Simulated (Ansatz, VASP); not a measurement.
Pt in VASP and in Ansatz

```
CELL_PARAMETERS angstrom
0.00000 1.95790 1.95790
1.95790 0.00000 1.95790
1.95790 1.95790 0.00000
ATOMIC_POSITIONS crystal
Pt 0.00000 0.00000 0.00000
```

Alike in both runs: task single point; functional PBEsol; k mesh 18 × 18 × 18; occupations fermi-dirac, width 0.03 eV; no spin polarisation.

```csv
,VASP,Ansatz
version,VASP 6.6.1,Ansatz 0.2.0
potentials or method,"VASP PAW PBE potentials, release 64 (Pt), cutoff 520 eV","all-electron LAPW, scalar-relativistic"
```

```csv
,VASP,Ansatz,Ansatz less VASP
pressure (GPa),0.0,0.4,+0.39
```

VASP's potentials were made for PBE, not for PBEsol. Ansatz ran all-electron here, and VASP with PAW potentials.

Neither program's run includes spin-orbit coupling.
